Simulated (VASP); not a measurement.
A run of VASP 6.6.1:

Contents of INCAR:

```
  PREC = Accurate
  ENCUT = 600
  EDIFF = 1E-7
  ISMEAR = -1
  SIGMA = 0.05
  LREAL = F
  LASPH = T
  NELM = 60
  ALGO = Normal
  ISIF = 3
  LWAVE = F
  LCHARG = F
  GGA = RP
  IVDW = 13
  IBRION = 2
  NSW = 80
  EDIFFG = -0.005
```

KPOINTS

```
regular mesh
0
Gamma
  10 10 10
```

POSCAR

```
BAs
1.0
    0.0000000000      2.3885000000      2.3885000000
    2.3885000000      0.0000000000      2.3885000000
    2.3885000000      2.3885000000      0.0000000000
As B
1 1
Direct
    0.7500000000      0.7500000000      0.7500000000
    0.0000000000      0.0000000000      0.0000000000
```

Potentials or basis: VASP PAW PBE potentials, release 64 (As, B).

Command:

```console
$ cat potpaw_PBE.64/As/POTCAR potpaw_PBE.64/B/POTCAR > POTCAR
$ mpirun -np 1 vasp_std > vasp.out
```

Hardware: 1 thread of Intel(R) Xeon(R) Platinum 8488C (Sapphire Rapids), on a shared host.

Estimate the wall time of this run.

Wall time 37 s on 1 thread of Intel(R) Xeon(R) Platinum 8488C (Sapphire Rapids), with other jobs on the host, peak memory 0.17 GiB. Counts: scf iterations 27, k points 47, ion steps 3.
